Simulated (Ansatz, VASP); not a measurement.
**SnO: VASP beside Ansatz**

```xyz
4
Lattice="3.8400 0.0000 0.0000 0.0000 3.8400 0.0000 0.0000 0.0000 4.8360" Properties=species:S:1:pos:R:3 pbc="T T T"
Sn    0.0000    1.9200    1.1534
Sn    1.9200    0.0000    3.6826
O     0.0000    0.0000    0.0000
O     1.9200    1.9200    0.0000
```

Change from the starting cell: equal xx and yy strain of +1 %, PAW files.

Alike in both runs: task electric field gradients; functional PBE; k mesh 8 × 8 × 6; occupations fermi-dirac, width 0.01 eV; no spin polarisation.

|  | VASP | Ansatz |
| --- | --- | --- |
| version | VASP 6.6.1 | Ansatz 0.2.0 |
| potentials or method | VASP PAW PBE potentials, release 64 (Sn_d, O) | PAW with Ansatz's default frozen-core files, scalar-relativistic |
| plane-wave cutoff (eV) | 520 | 420 |
| valence electrons in the cell | 40 | 40 |

Ansatz gave:

| Quantity | Value |
| --- | --- |
| pressure (GPa) | 2.1 |
| traceless stress, the component that is largest in VASP (GPa) | -0.05 |
| rms of the force components (eV/Å) | 0.048 |
| size of Vzz on the site where it differs most (V/Å²) | 169.1 |

Q: Which values does VASP return?

A: Pressure (GPa): 2.3; traceless stress, the component that is largest in VASP (GPa): -0.03; rms of the force components (eV/Å): 0.080; size of Vzz on the site where it differs most (V/Å²): 160.3.

Atom by atom the forces differ by 0.033 eV/Å (rms over components).
